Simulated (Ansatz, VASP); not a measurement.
## FeNi3 in VASP and in Ansatz

```
Fe Ni
1.0
     0.00000    2.75266    2.75266
     2.75266    0.00000    2.75266
     2.75266    2.75266    0.00000
Fe Ni
1 3
Direct
  0.00000 0.00000 0.00000
  0.75000 0.75000 0.75000
  0.25000 0.25000 0.25000
  0.50000 0.50000 0.50000
```

Alike in both runs: task single point; functional r2SCAN; k mesh 7 × 7 × 7; collinear spin.

```csv
,VASP,Ansatz
version,VASP 6.6.1,Ansatz 0.2.0
potentials or method,"VASP PAW PBE potentials, release 64 (Fe, Ni), cutoff 520 eV","plane waves, PAW"
occupations,"methfessel-paxton of order 1, width 0.1 eV",cold
valence electrons in the cell,38,70
```

VASP gave:

```
net moment per atom (μB)                                      : 1.10
size of the moment on the site where the two differ most (μB) : 0.64
```

Q: Which values does Ansatz return?

A: net moment per atom (μB): 1.11; size of the moment on the site where the two differ most (μB): 0.73.

VASP's potentials were made for PBE, not for r2SCAN. Site moments also hang on the region over which each program counts them. VASP's potentials hold 38 valence electrons a cell and Ansatz's 70, so a difference there can come from the potentials and not from the codes. Ansatz's warnings: stability check not made.
